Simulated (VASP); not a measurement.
Input of a VASP 6.6.1 run:

File POSCAR:

```
Bi
1.0
    4.4028302907      0.0000000000      0.0000000000
   -2.2014151454      3.8129628803      0.0000000000
    0.0000000000      0.0000000000     11.6515650000
Bi
2
Direct
    0.3333333333      0.6666666667      0.2500000000
    0.6666666667      0.3333333333      0.7500000000
```

Contents of INCAR.step1:

```
  ALGO = Normal
  EDIFF = 1E-4
  ENCUT = 520
  GGA = PE
  ISMEAR = 0
  LASPH = T
  LCHARG = F
  LREAL = F
  LWAVE = T
  NBANDS = 22
  NELM = 100
  PREC = Accurate
  SIGMA = 0.15
```

File INCAR.step2:

```
  ALGO = Normal
  EDIFF = 1E-6
  ENCUT = 520
  ISIF = 2
  ISMEAR = 0
  ISTART = 1
  LASPH = T
  LCHARG = F
  LMIXTAU = T
  LREAL = F
  LWAVE = F
  METAGGA = R2SCAN
  NBANDS = 22
  NELM = 100
  PREC = Accurate
  SIGMA = 0.15
```

The input KPOINTS:

```
k-points
0
Gamma
  12 12 4
```

Potentials or basis: VASP PAW PBE potentials, release 64 (Bi_d).

Launch:

```bash
$ cat potpaw_PBE.64/Bi_d/POTCAR > POTCAR
$ cp INCAR.step1 INCAR
$ mpirun -np 1 vasp_std > vasp.out
$ cp INCAR.step2 INCAR
$ mpirun -np 1 vasp_std > vasp.out
```

Task: Predict the pressure.

Result: -3.9 GPa.

Task: Estimate the band gap on the k mesh.

Result: Zero (bands 15 and 16 overlap by 2.66 eV).

Stress tensor (GPa, compression positive):
```
-5.66  0.00  0.00
 0.00 -5.66  0.00
 0.00  0.00 -0.53
```

Caveat: the cell differs from its parent crystal (strain -0.030 along x and y, -0.015 along z); the stress differs along the axes, from -6 to -1 GPa; the PAW data sets were made with another functional, which shifts forces and pressure a little; spin-orbit coupling is left out, which moves the levels of the heavy elements.
